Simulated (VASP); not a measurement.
Set up this calculation in VASP 6.6.1, as the native input.

- Task: single point
- Functional: PBE
- Potentials or basis: VASP PAW PBE potentials, release 64 (Sb, Mg, Cu)
- Cutoff: 520 eV
- k mesh: 9 × 9 × 5
- Occupations: fermi-dirac, width 0.1 eV
- Spin: no spin polarisation
- Dipole correction: no
- Further INCAR settings: ALGO = Normal; EDIFF = 1e-06; NBANDS = 20

The structure of Mg2CuSb2 lies in POSCAR:

```
Mg2CuSb2
1.0
    4.4131150000      0.0000000000      0.0000000000
   -2.2065570000      3.8218730000      0.0000000000
    0.0000000000      0.0000000000      7.3970370000
Sb Mg Cu
2 2 1
Direct
    0.3333000000      0.6667000000      0.2600000000
    0.6667000000      0.3333000000      0.7400000000
    0.3333000000      0.6667000000      0.6200000000
    0.6667000000      0.3333000000      0.3800000000
    0.0000000000      0.0000000000      0.0000000000
```

These files were run (other wordings do the same):

INCAR

```
PREC = Accurate
ENCUT = 520
EDIFF = 1E-6
ISMEAR = -1
SIGMA = 0.1
LREAL = False
LASPH = True
NELM = 80
ALGO = Normal
ISIF = 2
LWAVE = False
LCHARG = False
GGA = PE
NBANDS = 20
```

KPOINTS

```
Automatic mesh
0
Gamma
  9 9 5
```

Potentials or basis: VASP PAW PBE potentials, release 64 (Sb, Mg, Cu).

Command:

```sh
$ cat potpaw_PBE.64/Sb/POTCAR potpaw_PBE.64/Mg/POTCAR potpaw_PBE.64/Cu/POTCAR > POTCAR
$ mpirun -np 1 vasp_std > vasp.out
```

It gave:

```yaml
Pressure: 4.7 GPa
Largest_force: 2.561 eV/Å
Band_gap_on_the_k_mesh: zero (an odd number of electrons rules out a gap without spin polarisation)
```

Caveat: the cell stands under pressure; spin-orbit coupling is left out, which moves the levels of the heavy elements; forces of over 1 eV/Å act on the atoms, so gaps and moduli don't describe the material at rest.

Run time: 5.4 min on 1 thread of Intel(R) Xeon(R) Platinum 8259CL CPU @ 2.50GHz (Skylake/Cascade Lake), with other jobs on the host, peak memory 0.48 GiB.
